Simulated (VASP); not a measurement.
Ti, 2 atoms in the cell. It takes space group P6_3/mmc (No. 194, hexagonal). Conventional cell: a = 2.950 Å, b = 2.950 Å, c = 4.686 Å, α = 90.00°, β = 90.00°, γ = 120.00°. Within 3.8 Å of Ti (site symmetry -6m2) lie 12 Ti at 2.90 to 2.95 Å. 

* Program: VASP 6.6.1
* Task: single point
* Functional: PBEsol
* Potentials or basis: VASP PAW PBE potentials, release 64 (Ti_sv)
* Cutoff: 520 eV
* k mesh: 18 × 18 × 10
* Occupations: gaussian, width 0.15 eV
* Spin: no spin polarisation
* Dipole correction: no
* Further INCAR settings: ALGO = Fast; EDIFF = 1e-06; NBANDS = 19

Potentials or basis: VASP PAW PBE potentials, release 64 (Ti_sv).

The run is started by

```bash
$ cat potpaw_PBE.64/Ti_sv/POTCAR > POTCAR
$ mpirun -np 1 vasp_std > vasp.out
```

Hardware: 1 thread of Intel(R) Xeon(R) Platinum 8259CL CPU @ 2.50GHz (Skylake/Cascade Lake), on a shared host.

Task: How long does it take, and how much memory?

Result: Wall time 6 min on 1 thread of Intel(R) Xeon(R) Platinum 8259CL CPU @ 2.50GHz (Skylake/Cascade Lake), with other jobs on the host, peak memory 0.24 GiB. Counts: scf iterations 35, k points 222.
